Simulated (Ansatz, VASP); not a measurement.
**BaTiO3: VASP beside Ansatz**

```
Ba Ti O
1.0
     2.83686    1.63786    2.32092
    -2.83686    1.63786    2.32092
     0.00000   -3.27572    2.32092
Ba Ti O
1 1 3
Direct
  0.99845 0.99845 0.99845
  0.50619 0.50619 0.50619
  0.49073 0.98499 0.49073
  0.49073 0.49073 0.98499
  0.98499 0.49073 0.49073
```

Alike in both runs: functional r2SCAN; k mesh 6 × 6 × 6; occupations gaussian, width 0.02 eV; no spin polarisation; Hubbard terms Ti d U = 4.0 eV.

Ansatz relaxed the structure, and its values are those at the end. VASP's run is a single point on that final structure, the one shown.

|  | VASP | Ansatz |
| --- | --- | --- |
| version | VASP 6.6.1 | Ansatz 0.2.0 |
| potentials or method | VASP PAW PBE potentials, release 64 (Ba_sv, Ti_sv, O), cutoff 520 eV | scalar-relativistic, plane waves, PAW |
| valence electrons in the cell | 40 | 40 |

```tsv
	VASP	Ansatz	Ansatz less VASP
gap on the k mesh at the Fermi level (eV)	2.90	2.89	-0.003
least direct gap on the mesh (eV)	3.20	3.17	-0.032
pressure (GPa)	3.9	0.0	-3.85
rms of the force components (eV/Å)	0.198	0.000	-0.1980
```

VASP's potentials were made for PBE, not for r2SCAN. The programs project onto different local orbitals, so the same U acts differently, and such runs can settle in different states.

Neither program's run includes spin-orbit coupling.
